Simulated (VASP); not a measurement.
# Ga in VASP: further runs

Ga is run at these levels: PBEsol; tasks: single point.

Everything below comes from runs of VASP 6.6.1. Logs are shortened: lines on timing, memory, paths and dates and some standing lists are left out, and cuts for length are marked.

### 1 The cell of the first run

The typed cell holds 2 atoms: a = 2.779 Å, b = 3.282 Å, c = 4.210 Å, α = 89.63°, β = 108.61°, γ = 91.15°.

### 2 Single point, PBEsol

INCAR reads:

```
SYSTEM = Ga
PREC = Accurate
ENCUT = 520
EDIFF = 1E-7
ISMEAR = -1
SIGMA = 0.05
LREAL = .False.
LASPH = .True.
NELM = 100
ALGO = Fast
ISIF = 2
LWAVE = .False.
LCHARG = .True.
GGA = PS
LELF = .True.
LVHAR = .True.
NBANDS = 20
```

KPOINTS reads:

```
regular mesh
0
Gamma
  8 7 6
  0 0 0
```

POSCAR reads:

```
Ga
1.0
    2.7784220849     -0.0277842208      0.0000000000
   -0.0328160879      3.2816087900      0.0000000000
   -1.3434310986      0.0134343110      3.9902731763
Ga
2
Direct
    0.1345962700      0.7500000000      0.7701668300
    0.8654037300      0.2500000000      0.2298331700
```

Potentials or basis: VASP PAW PBE potentials, release 64 (Ga_d).

The run is started by

```bash
$ cat potpaw_PBE.64/Ga_d/POTCAR > POTCAR
$ mpirun -np 1 vasp_std > vasp.out
```

OUTCAR:

```text
SYSTEM = Ga
   PREC = Accurate
   ENCUT = 520
   EDIFF = 1E-7
   ISMEAR = -1
   LREAL = .False.
   LASPH = .True.
   NELM = 100
   ISIF = 2
   GGA = PS

 ion  position               nearest neighbor table
   1  0.135  0.750  0.770-   2 2.71   2 2.71   2 2.80   2 2.82   2 2.83   2 2.85
   2  0.865  0.250  0.230-   1 2.71   1 2.71   1 2.80   1 2.82   1 2.83   1 2.85

  LATTYP: Found a triclinic cell.
 ALAT       =     2.7785610025
 B/A-ratio  =     1.5153081689
 C/A-ratio  =     1.1811052064
 COS(alpha) =     0.0063812062
 COS(beta)  =     0.0199980002
 COS(gamma) =     0.3190922163

  Lattice vectors:

 A1 = (  -2.7784220849,   0.0277842208,   0.0000000000)
 A2 = (  -1.3434310986,   0.0134343110,   3.9902731763)
 A3 = (  -0.0328160879,   3.2816087900,   0.0000000000)

Analysis of symmetry for initial positions (statically):
=====================================================================
 Subroutine PRICEL returns:
 Original cell was already a primitive cell.

 Routine SETGRP: Setting up the symmetry group for a
 triclinic supercell.

 Subroutine GETGRP returns: Found  2 space group operations
 (whereof  2 operations were pure point group operations)
 out of a pool of  2 trial point group operations.

The static configuration has the point symmetry S_2 .

Analysis of symmetry for dynamics (positions and initial velocities):
=====================================================================
 Subroutine PRICEL returns:
 Original cell was already a primitive cell.

 Routine SETGRP: Setting up the symmetry group for a
 triclinic supercell.

 Subroutine GETGRP returns: Found  2 space group operations
 (whereof  2 operations were pure point group operations)
 out of a pool of  2 trial point group operations.

The dynamic configuration has the point symmetry S_2 .

 Subroutine INISYM returns: Found  2 space group operations
 (whereof  2 operations are pure point group operations),
 and found     1 'primitive' translations

----------------------------------------------------------------------------------------

                                     Primitive cell

  volume of cell :      36.3785

  direct lattice vectors                    reciprocal lattice vectors
     2.778422085 -0.027784221  0.000000000     0.359952512  0.003599525  0.121175424
    -0.032816088  3.281608790  0.000000000     0.003047591  0.304759060 -0.000000000
    -1.343431099  0.013434311  3.990273176     0.000000000  0.000000000  0.250609408

  length of vectors
     2.778561003  3.281772866  4.210376185     0.379818708  0.304774298  0.250609408

  position of ions in fractional coordinates (direct lattice)
     0.134596270  0.750000000  0.770166830
     0.865403730  0.250000000  0.229833170

  ion indices of the primitive-cell ions
   primitive index   ion index
                 1           1
                 2           2

----------------------------------------------------------------------------------------

 KPOINTS: regular mesh

Automatic generation of k-mesh.
 Grid dimensions read from file:
 generate k-points for:    8    7    6

 Generating k-lattice:

  Cartesian coordinates                     Fractional coordinates (reciprocal lattice)
     0.044994064  0.000449941  0.015146928     0.125000000  0.000000000 -0.000000000
     0.000435370  0.043537009 -0.000000000     0.000000000  0.142857143 -0.000000000
     0.000000000  0.000000000  0.041768235     0.000000000  0.000000000  0.166666667

  Length of vectors
     0.047477339  0.043539185  0.041768235

  Shift w.r.t. Gamma in fractional coordinates (k-lattice)
     0.000000000  0.000000000  0.000000000

 Subroutine IBZKPT returns following result:
 ===========================================

 Found    170 irreducible k-points:

 Following reciprocal coordinates:
            Coordinates               Weight
  0.000000  0.000000  0.000000      1.000000
  0.125000  0.000000  0.000000      2.000000
  0.250000  0.000000  0.000000      2.000000
  0.375000  0.000000 -0.000000      2.000000
  0.500000  0.000000  0.000000      1.000000
 -0.000000  0.142857  0.000000      2.000000
[... 16 lines left out ...]
  0.125000  0.428571  0.000000      2.000000
  0.250000  0.428571  0.000000      2.000000
 [... further k-points ...]
   k-points           NKPTS =    170   k-points in BZ     NKDIM =    170   number of bands    NBANDS=     20
   number of dos      NEDOS =    301   number of ions     NIONS =      2
   total plane-waves  NPLWV =  18432
   dimension x,y,z NGX =    24 NGY =   24 NGZ =   32
   dimension x,y,z NGXF=    48 NGYF=   48 NGZF=   64
   ions per type =               2
   NGX,Y,Z   is equivalent  to a cutoff of  14.36, 12.16, 12.64 a.u.
   NGXF,Y,Z  is equivalent  to a cutoff of  28.72, 24.32, 25.27 a.u.
 SYSTEM =  Ga
   PREC   = accura    normal or accurate (medium, high low for compatibility)
   ISTART =      0    job   : 0-new  1-cont  2-samecut
   ICHARG =      2    charge: 1-file 2-atom 10-const
   ISPIN  =      1    spin polarized calculation?
   LNONCOLLINEAR =      F non collinear calculations
   LSORBIT =      F    spin-orbit coupling
   LASPH  =      T    aspherical Exc in radial PAW
   ENCUT  =  520.0 eV  38.22 Ry    6.18 a.u.   5.17  6.10  7.83*2*pi/ulx,y,z
   NELM   =    100;   NELMIN=  2; NELMDL= -5     # of ELM steps
   EDIFF  = 0.1E-06   stopping-criterion for ELM
   LREAL  =      F    real-space projection
   EDIFFG = 0.1E-05   stopping-criterion for IOM
   NSW    =      0    number of steps for IOM
   IBRION =     -1    ionic relax: 0-MD 1-quasi-New 2-CG
   NFREE  =      0    steps in history (QN), initial steepest desc. (CG)
   ISIF   =      2    stress and relaxation
   ISYM   =      2    0-nonsym 1-usesym 2-fastsym
   POTIM  = 0.5000    time-step for ionic-motion
   TEBEG  =    0.0;   TEEND  =   0.0 temperature during run
   PSTRESS=    0.0 pullay stress
   NELECT =      26.0000    total number of electrons
   NUPDOWN=      -1.0000    fix difference up-down
   EMIN   =  10.00;   EMAX   =-10.00  energy-range for DOS
   EFERMI =   0.00;   METHOD = LEGACY
   ISMEAR =    -1;   SIGMA  =   0.05  broadening in eV -4-tet -1-fermi 0-gaus
   EFERMI_NEDOS =   21; number of points for ismear=-14 and -15
   IALGO  =     68    algorithm
   IMIX   =      4    mixing-type and parameters
     AMIX     =   0.40;   BMIX     =  1.00
     AMIX_MAG =   1.60;   BMIX_MAG =  1.00
  volume/ion in A,a.u.               =      18.19       122.75
  Fermi-wavevector in a.u.,A,eV,Ry     =   1.463697  2.765986 29.149246  2.142409
  Thomas-Fermi vector in A             =   2.579761
   LORBIT       =      0    0 simple, 1 ext, 2 COOP (PROOUT), +10 PAW based schemes
   GGA     = PS    functional components
   LHFCALC =     F    Hartree Fock is set to
   AEXX    =    0.0000 exact exchange contribution
   IVDW    =     0    specifies the selected vdW correction
   LEPSILON=     F    determine dielectric tensor
   LRPA    =     F    only Hartree local field effects (RPA)
 non-spin polarized calculation
 RMM-DIIS sequential band-by-band and
  energy-cutoff  :      520.00
  volume of cell :       36.38
 maximum number of plane-waves:       997
 NGX is ok and might be reduce to    24
   NGX = 11   NGY = 13   NGZ = 15

 number of electron      26.0000013 magnetization

 Free energy of the ion-electron system (eV)
  ---------------------------------------------------
  ext. energy  EPLUGINS =         0.00000000
  ---------------------------------------------------
  free energy    TOTEN  =        -6.66330944 eV

  energy without entropy =       -6.65450831  energy(sigma->0) =       -6.65890887

 E-fermi :   5.8187     XC(G=0): -11.2922

 val. band max:        5.8176839394   @ k =   0.3750   0.2857  -0.0000
 cond. band min:       5.8204061905   @ k =  -0.2500   0.4286   0.0000
 fundamental gap:      0.0027222512
 Fermi energy:         5.8186824679

 k-point     1 :       0.0000    0.0000    0.0000
  band No.  band energies     occupation
      1      -9.4359      2.00000
      2      -9.4246      2.00000
      3      -9.3684      2.00000
      4      -9.3609      2.00000
      5      -9.0998      2.00000
      6      -9.0992      2.00000
[... 12 lines left out ...]
     19      16.7527      0.00000
     20      18.6865      0.00000

 k-point     2 :       0.1250    0.0000    0.0000
  band No.  band energies     occupation
      1      -9.4133      2.00000
      2      -9.4114      2.00000
      3      -9.3437      2.00000
      4      -9.2975      2.00000
      5      -9.1259      2.00000
      6      -9.1208      2.00000
[... 12 lines left out ...]
     19      17.2555      0.00000
     20      20.2860      0.00000

 k-point     3 :       0.2500    0.0000    0.0000
  band No.  band energies     occupation
      1      -9.3882      2.00000
      2      -9.3657      2.00000
      3      -9.2750      2.00000
      4      -9.2200      2.00000
      5      -9.1919      2.00000
      6      -9.1213      2.00000
[... 12 lines left out ...]
     19      17.5182      0.00000
     20      20.7266      0.00000

 k-point     4 :       0.3750    0.0000   -0.0000
  band No.  band energies     occupation
      1      -9.3684      2.00000
      2      -9.3455      2.00000
      3      -9.2641      2.00000
      4      -9.2611      2.00000
      5      -9.2406      2.00000
      6      -9.1133      2.00000
[... 12 lines left out ...]
     19      17.1057      0.00000
     20      18.2970      0.00000

 k-point     5 :       0.5000    0.0000    0.0000
  band No.  band energies     occupation
      1      -9.3611      2.00000
      2      -9.3598      2.00000
      3      -9.2945      2.00000
      4      -9.2616      2.00000
      5      -9.2389      2.00000
      6      -9.1130      2.00000
[... 12 lines left out ...]
     19      16.3718      0.00000
     20      17.0062      0.00000

 k-point     6 :      -0.0000    0.1429    0.0000
  band No.  band energies     occupation
      1      -9.4466      2.00000
      2      -9.3972      2.00000
      3      -9.3622      2.00000
      4      -9.3314      2.00000
      5      -9.1319      2.00000
      6      -9.1289      2.00000
[... 12 lines left out ...]
     19      16.2535      0.00000
     20      18.4791      0.00000

 k-point     7 :       0.1250    0.1429   -0.0000
  band No.  band energies     occupation
      1      -9.4227      2.00000
      2      -9.3765      2.00000
      3      -9.3320      2.00000
      4      -9.2850      2.00000
      5      -9.1706      2.00000
      6      -9.1355      2.00000
[... 12 lines left out ...]
     19      15.7591      0.00000
     20      21.7409      0.00000
[... 277 lines left out ...]
 k-point    20 :      -0.2500    0.2857    0.0000
  band No.  band energies     occupation
      1      -9.4002      2.00000
      2      -9.3061      2.00000
      3      -9.2760      2.00000
      4      -9.2400      2.00000
      5      -9.2002      2.00000
      6      -9.1410      2.00000
[... 12 lines left out ...]
     19      15.0158      0.00000
     20      17.4476      0.00000

 k-point    21 :      -0.1250    0.2857    0.0000
  band No.  band energies     occupation
      1      -9.4279      2.00000
      2      -9.3332      2.00000
      3      -9.2963      2.00000
      4      -9.2445      2.00000
      5      -9.2064      2.00000
      6      -9.1834      2.00000
[... 12 lines left out ...]
     19      18.3167      0.00000
     20      18.9185      0.00000

 k-point    22 :      -0.0000    0.4286    0.0000
  band No.  band energies     occupation
      1      -9.4332      2.00000
      2      -9.4000      2.00000
      3      -9.2316      2.00000
      4      -9.1998      2.00000
      5      -9.1967      2.00000
      6      -9.1643      2.00000
[... 12 lines left out ...]
     19      20.3022      0.00000
     20      21.1493      0.00000

 k-point    23 :       0.1250    0.4286    0.0000
  band No.  band energies     occupation
      1      -9.4051      2.00000
      2      -9.3643      2.00000
      3      -9.2374      2.00000
      4      -9.2212      2.00000
      5      -9.2008      2.00000
      6      -9.1696      2.00000
[... 12 lines left out ...]
     19      17.5170      0.00000
     20      18.6087      0.00000

 k-point    24 :       0.2500    0.4286    0.0000
  band No.  band energies     occupation
      1      -9.3850      2.00000
      2      -9.3519      2.00000
      3      -9.2680      2.00000
      4      -9.2265      2.00000
      5      -9.1662      2.00000
      6      -9.1251      2.00000
[... 12 lines left out ...]
     19      14.1883      0.00000
     20      15.7157      0.00000

 [... further k-points ...]
[... 5 lines left out ...]
  --------------------------------------------------------------------------------------
  -------------------------------------------------------------------------------------
  Total       -0.4864382      0.0210905      0.1685677     -0.1191453      0.1515207      0.0418220
  in kB      -21.4236800      0.9288682      7.4240449     -5.2473898      6.6732622      1.8419230
  external PRESSURE =      -4.3569223 kB  Pullay stress =       0.0000000 kB

 VOLUME and BASIS-vectors are now :
 -----------------------------------------------------------------------------
  energy-cutoff  :      520.00
  volume of cell :       36.38
      direct lattice vectors                 reciprocal lattice vectors
     2.778422085 -0.027784221  0.000000000     0.359952512  0.003599525  0.121175424
    -0.032816088  3.281608790  0.000000000     0.003047591  0.304759060 -0.000000000
    -1.343431099  0.013434311  3.990273176     0.000000000  0.000000000  0.250609408

 POSITION                                       TOTAL-FORCE (eV/Angst)
 -----------------------------------------------------------------------------------
     -0.68531      2.46781      3.07318         0.000863      0.002636     -0.101640
      2.08749      0.79945      0.91710        -0.000863     -0.002636      0.101640
 -----------------------------------------------------------------------------------
    total drift:                               -0.000000     -0.000000      0.000000

  FREE ENERGIE OF THE ION-ELECTRON SYSTEM (eV)
  ---------------------------------------------------
  free  energy   TOTEN  =        -6.6633094370 eV

  energy  without entropy=       -6.6545083122  energy(sigma->0) =       -6.65890887
```

Run time: 49 s. Hardware: 1 thread of Intel Xeon Platinum 8488C (Sapphire Rapids), shared host; peak memory 0.22 GiB.

What came out:

```yaml
Free_energy: -6.6633 eV
Pressure: -0.4 GPa
Largest_force: 0.102 eV/Å
Band_gap_on_the_k_mesh: zero (band 13 reaches 9.73 eV, above the bottom of band 14 at 2.19 eV)
```

Forces in eV/Å, atoms in the order of the input:
```
Ga   0.001  0.003 -0.102
Ga  -0.001 -0.003  0.102
```

Caveat: the PAW data sets were made with another functional, which shifts forces and pressure a little.

### 3 Single point, PBEsol (atoms moved at random)

INCAR reads:

```
PREC     = Accurate       # precision mode
ENCUT    = 520            # plane-wave cutoff, eV
EDIFF    = 1E-7           # SCF threshold, eV
ISMEAR   = -1             # smearing method
SIGMA    = 0.05           # smearing width, eV
LREAL    = False          # projectors in reciprocal space
LASPH    = True           # aspherical terms in the spheres
NELM     = 100            # most SCF steps
ALGO     = Fast           # electronic algorithm
ISIF     = 2              # what is computed and relaxed
LWAVE    = False          # write WAVECAR
LCHARG   = False          # write CHGCAR
GGA      = PS             # functional
NBANDS   = 20             # bands
```

KPOINTS reads:

```
Automatic mesh
0
Gamma
  10 8 7
```

POSCAR reads:

```
Ga
1.0
    2.7784220849      0.0000000000      0.0000000000
    0.0000000000      3.2816087900      0.0000000000
   -1.3434310986      0.0000000000      3.9902731763
Ga
2
Direct
    0.1313560000      0.7476030000      0.7672330000
    0.8576800000      0.2572700000      0.2275200000
```

Potentials or basis: VASP PAW PBE potentials, release 64 (Ga_d).

The run is started by

```bash
$ cat potpaw_PBE.64/Ga_d/POTCAR > POTCAR
$ mpirun -np 1 vasp_std > vasp.out
```

OUTCAR:

```text
PREC = Accurate
   ENCUT = 520
   EDIFF = 1E-7
   ISMEAR = -1
   LREAL = False
   LASPH = True
   NELM = 100
   ISIF = 2
   GGA = PS

 ion  position               nearest neighbor table
   1  0.131  0.748  0.767-   2 2.69   2 2.73   2 2.80   2 2.81   2 2.84   2 2.85
   2  0.858  0.257  0.228-   1 2.69   1 2.73   1 2.80   1 2.81   1 2.84   1 2.85

  LATTYP: Found a simple monoclinic cell.
 ALAT       =     2.7784220849
 B/A-ratio  =     1.1811052064
 C/A-ratio  =     1.5153762184
 COS(beta)  =    -0.3190778872

  Lattice vectors:

[... 193 lines left out ...]
      4      -9.3602      2.00000
      5      -9.1067      2.00000
      6      -9.0914      2.00000
[... 541 lines left out ...]
     19      14.7754      0.00000
     20      18.2067      0.00000

 [... further k-points ...]
[... 5 lines left out ...]
  --------------------------------------------------------------------------------------
  -------------------------------------------------------------------------------------
  Total        0.0129151     -0.3620842     -0.0232942      0.0049350      0.0015486     -0.0825146
  in kB        0.5687493    -15.9452924     -1.0258174      0.2173264      0.0681964     -3.6337402
  external PRESSURE =      -5.4674535 kB  Pullay stress =       0.0000000 kB

 VOLUME and BASIS-vectors are now :
 -----------------------------------------------------------------------------
  energy-cutoff  :      520.00
  volume of cell :       36.38
      direct lattice vectors                 reciprocal lattice vectors
     2.778422085  0.000000000  0.000000000     0.359916517  0.000000000  0.121175424
     0.000000000  3.281608790  0.000000000     0.000000000  0.304728584  0.000000000
    -1.343431099  0.000000000  3.990273176     0.000000000  0.000000000  0.250609408

 POSITION                                       TOTAL-FORCE (eV/Angst)
 -----------------------------------------------------------------------------------
     -0.66576      2.45334      3.06147        -0.012641      0.056945     -0.060900
      2.07734      0.84426      0.90787         0.012641     -0.056945      0.060900
 -----------------------------------------------------------------------------------
    total drift:                               -0.000028      0.000056     -0.000018

  FREE ENERGIE OF THE ION-ELECTRON SYSTEM (eV)
  ---------------------------------------------------
  free  energy   TOTEN  =        -6.6923216866 eV

  energy  without entropy=       -6.6881555194  energy(sigma->0) =       -6.69023860
```

OSZICAR:

```text
N       E                     dE             d eps       ncg     rms          rms(c)
DAV:   1     0.130789192327E+03    0.13079E+03   -0.13218E+04 11916   0.248E+03
DAV:   2     0.461533673142E+01   -0.12617E+03   -0.12303E+03 11664   0.383E+02
DAV:   3    -0.661279868439E+01   -0.11228E+02   -0.11164E+02 12636   0.943E+01
DAV:   4    -0.678142228465E+01   -0.16862E+00   -0.16853E+00 13008   0.127E+01
DAV:   5    -0.678427772808E+01   -0.28554E-02   -0.28553E-02 12804   0.162E+00    0.157E+00
RMM:   6    -0.670747198355E+01    0.76806E-01   -0.13325E-01 15152   0.444E+00    0.761E-01
RMM:   7    -0.669399530966E+01    0.13477E-01   -0.32961E-02 15865   0.176E+00    0.228E-01
RMM:   8    -0.669226104465E+01    0.17343E-02   -0.37159E-03 16516   0.589E-01    0.191E-02
RMM:   9    -0.669230413268E+01   -0.43088E-04   -0.61741E-04 16718   0.303E-01    0.124E-02
RMM:  10    -0.669231940514E+01   -0.15272E-04   -0.18163E-04 19046   0.127E-01    0.582E-03
RMM:  11    -0.669232142998E+01   -0.20248E-05   -0.18152E-05 18267   0.388E-02    0.189E-03
RMM:  12    -0.669232168074E+01   -0.25076E-06   -0.32274E-06 16976   0.156E-02    0.721E-04
RMM:  13    -0.669232168665E+01   -0.59017E-08   -0.67297E-07 11443   0.821E-03
   1 F= -.66923217E+01 E0= -.66902386E+01  d E =-.416617E-02
```

Wall time 2.4 min (1 thread of AMD EPYC 7R13 (Zen 3), shared host); peak memory 0.24 GiB.

Results:

* Free energy: -6.6923 eV
* Pressure: -0.5 GPa
* Largest force: 0.084 eV/Å
* Band gap on the k mesh: zero (band 13 reaches 9.88 eV, above the bottom of band 14 at 1.58 eV)

Forces in eV/Å, atoms in the order of the input:
```
Ga  -0.013  0.057 -0.061
Ga   0.013 -0.057  0.061
```

Stress tensor (GPa, compression positive):
```
 0.06  0.02 -0.36
 0.02 -1.59  0.01
-0.36  0.01 -0.10
```

Levels at points of the mesh, in eV from the Fermi level:
```csv
k point,band 11,band 12,band 13,band 14,band 15,band 16
"(0.00, 0.00, 0.00)",-11.40,-2.07,-1.44,1.83,5.61,9.19
"(0.50, 0.00, 0.00)",-6.25,-5.30,-1.38,0.20,6.21,6.62
"(0.00, 0.50, 0.00)",-7.90,-7.75,1.65,1.84,2.68,2.69
"(0.50, 0.50, 0.00)",-2.96,-2.83,-1.81,-1.66,2.11,2.22
```

Caveat: the cell differs from its parent crystal (atoms moved at random); the PAW data sets were made with another functional, which shifts forces and pressure a little.

(Continued in part 2 of 2.)
